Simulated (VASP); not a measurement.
**ZnHgO2: single point with PBE**

Crystal: ZnHgO2.

```xyz
4
Lattice="3.3264 0.0000 0.0000 0.0000 3.3264 0.0000 0.0000 0.0000 5.1931" Properties=species:S:1:pos:R:3 pbc="T T T"
Zn    0.0000    0.0000    0.0000
O     0.0000    1.6632    1.0564
O     1.6632    0.0000    4.1366
Hg    1.6632    1.6632    2.5965
```

| Property | Result |
| --- | --- |
| Program | VASP 6.6.1 |
| Task | single point |
| Functional | PBE |
| Potentials or basis | VASP PAW PBE potentials, release 64 (Zn, O, Hg_sv_GW) |
| Cutoff | 600 eV |
| k mesh | 6 × 6 × 4 |
| Occupations | fermi-dirac, width 0.02 eV |
| Spin | no spin polarisation |

- Pressure: 5.3 GPa
- Largest force: 0.071 eV/Å
- Band gap on the k mesh: zero (filled and empty bands touch)

Forces in eV/Å, atoms in the order of the input:
```
Zn   0.000  0.000  0.000
O    0.000  0.000  0.071
O    0.000  0.000 -0.071
Hg   0.000  0.000  0.000
```

Stress tensor (GPa, compression positive):
```
5.19 0.00 0.00
0.00 5.19 0.00
0.00 0.00 5.39
```

Levels at points of the mesh, in eV from the Fermi level:
```csv
k point,band 18,band 19,band 20,band 21,band 22,band 23,band 24,band 25,band 26,band 27
"(0.00, 0.00, 0.00)",-2.12,-2.12,-0.96,-0.51,0.00,0.00,5.32,6.72,11.30,12.03
"(0.50, 0.00, 0.00)",-3.12,-2.60,-1.73,-1.01,-0.56,3.11,4.44,7.51,9.16,9.18
"(0.50, 0.50, 0.00)",-2.56,-2.29,-2.21,-1.94,-1.94,4.85,4.86,4.86,8.97,10.16
"(0.00, 0.00, 0.50)",-2.13,-1.22,-1.22,-0.74,-0.74,1.66,3.04,8.27,10.20,11.85
"(0.50, 0.00, 0.50)",-3.91,-1.26,-1.07,-0.61,-0.55,2.46,3.97,6.94,7.51,11.05
"(0.50, 0.50, 0.50)",-2.74,-2.57,-2.57,-2.14,-1.84,5.02,6.47,6.47,8.94,9.20
```

Wall time 70 s on 1 thread of Intel(R) Xeon(R) Platinum 8259CL CPU @ 2.50GHz (Skylake/Cascade Lake), with other jobs on the host, peak memory 0.23 GiB.

Caveat: the cell stands under pressure; semilocal functionals underestimate gaps, so a narrow gap can read as zero; spin-orbit coupling is left out, which moves the levels of the heavy elements.
